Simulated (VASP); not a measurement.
Runs of VASP 6.6.1 on Sr. Symmetry: Im-3m, No. 229, cubic system. The conventional cell has a = 4.870 Å, b = 4.870 Å, c = 4.870 Å, α = 90.00°, β = 90.00°, γ = 90.00°. Within 5.5 Å of Sr (site symmetry m-3m) lie 14 Sr at 4.22 to 4.87 Å. 

| k mesh | gap on the mesh (eV) | pressure (GPa) |
| --- | --- | --- |
| 5 × 5 × 5 | none | -1.9 |
| 3 × 3 × 3 | - | (a) |
| 4 × 4 × 4 | none | -2.0 |
| 6 × 6 × 6 | none | -1.9 |

Alike in all rows: task single point; level LDA; potentials or basis VASP PAW LDA potentials, release 64 (Sr_sv); no spin polarisation; cell as given; cutoff (eV) 500; smearing fermi-dirac 0.1 eV.

Task: Fill in the values left out.

Result: (a) -1.5.

Caveats: some runs use coarse meshes.

A k mesh can miss the band edges, and the runs leave out spin-orbit coupling on Sr.

A gap of «none» marks levels without a gap at the run's occupations.
